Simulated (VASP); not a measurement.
The system is Nb2Te5.

```xyz
7
Lattice="3.6800 0.0000 0.0000 -1.8400 3.1870 0.0000 0.0000 0.0000 16.6500" Properties=species:S:1:pos:R:3 pbc="T T T"
Nb    0.0000    0.0000   11.8048
Nb    0.0000    0.0000    4.8451
Te    1.8400    1.0623   13.6030
Te    0.0000    2.1246    9.9900
Te    0.0000    2.1246    3.0469
Te    1.8400    1.0623    6.6600
Te    0.0000    0.0000    0.0000
```

* Program: VASP 6.6.1
* Task: relaxation of cell and atoms
* Functional: PBE
* Potentials or basis: VASP PAW PBE potentials, release 64 (Nb_sv, Te)
* Cutoff: 600 eV
* k mesh: 5 × 5 × 1
* Occupations: gaussian, width 0.2 eV
* Spin: no spin polarisation

At the start: pressure 0.8 GPa; volume 27.90 Å³/atom.

Task: How do energy, volume and symmetry change on relaxing?

Result: Over 12 steps the energy falls by 18.5 meV/atom and the volume is 28.52 Å³/atom (+2.2 %); space group P-3m1 (No. 164, to 0.05 Å).

The path:
| step | energy change (eV) | largest force (eV/Å) | pressure (GPa) | volume (Å³) |
| --- | --- | --- | --- | --- |
| 1 | 0.0000 | 0.5482 | 0.77 | 195.27 |
| 2 | -0.0730 | 0.2286 | -1.56 | 199.01 |
| 3 | -0.0746 | 0.1572 | -1.28 | 198.53 |
| 4 | -0.1077 | 0.1952 | 0.18 | 193.77 |
| 5 | -0.1081 | 0.1822 | 0.05 | 194.18 |
| 6 | -0.1117 | 0.1138 | 0.16 | 194.24 |
| 7 | -0.1122 | 0.1429 | 0.22 | 194.27 |
| 8 | -0.1154 | 0.1655 | 0.03 | 195.26 |
| 9 | -0.1200 | 0.2344 | -0.49 | 198.26 |
| 10 | -0.1215 | 0.2134 | -0.44 | 198.40 |
| 11 | -0.1252 | 0.1500 | -0.29 | 198.81 |
| 12 | -0.1295 | 0.0421 | 0.02 | 199.63 |

Final structure:
```
Nb Te
1.0
     3.60972    0.00000    0.00000
    -1.80486    3.12611    0.00000
     0.00000    0.00000   17.69073
Nb Te
2 5
Cartesian
  0.0000 0.0000 12.5574
  -1.8049 3.1261 5.1333
  1.8049 1.0420 14.4412
  0.0000 2.0841 10.6808
  0.0000 2.0841 3.2495
  1.8049 1.0420 7.0100
  0.0000 0.0000 0.0000
```

Caveat: the k points lie up to 0.40 Å⁻¹ apart in the final cell; this functional lacks dispersion, which binds the layers, so the pressure and a relaxed spacing across them are unreliable; the relaxation stopped at a loose force limit of 0.08 eV/Å, so its end isn't a converged minimum.
